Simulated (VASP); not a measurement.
Here is a VASP 6.6.1 calculation.

File INCAR:

```
PREC     = Accurate       # precision mode
ENCUT    = 520            # plane-wave cutoff, eV
EDIFF    = 1E-6           # SCF threshold, eV
ISMEAR   = 0              # smearing method
SIGMA    = 0.05           # smearing width, eV
LREAL    = False          # projectors in reciprocal space
LASPH    = True           # aspherical terms in the spheres
NELM     = 60             # most SCF steps
ALGO     = Normal         # electronic algorithm
ISIF     = 2              # what is computed and relaxed
LWAVE    = False          # write WAVECAR
LCHARG   = False          # write CHGCAR
GGA      = CA             # functional
NBANDS   = 12             # bands
```

The input KPOINTS:

```
Automatic mesh
0
Gamma
  8 8 8
```

POSCAR

```
CsH
1.0
    0.0298078000      3.1880000000      3.1880000000
    3.1880000000      0.0298078000      3.1880000000
    3.2178078000      3.2178078000      0.0000000000
Cs H
1 1
Direct
    0.0000000000      0.0000000000      0.0000000000
    0.5000000000      0.5000000000      0.5000000000
```

Potentials or basis: VASP PAW LDA potentials, release 64 (Cs_sv, H).

Run with:

```sh
$ cat potpaw_LDA.64/Cs_sv/POTCAR potpaw_LDA.64/H/POTCAR > POTCAR
$ mpirun -np 1 vasp_std > vasp.out
```

What does it give for the band gap on the k mesh?

1.92 eV (least direct gap 1.94 eV).

What does it give for the pressure?

-1.2 GPa.

Stress tensor (GPa, compression positive):
```
-1.23 -0.10  0.00
-0.10 -1.23  0.00
 0.00  0.00 -1.24
```

Caveat: the cell differs from its parent crystal (strain +0.0187 x Voigt [0, 0, 0, 0, 0, 1]); spin-orbit coupling is left out, which moves the levels of the heavy elements. A k mesh can miss the band edges.
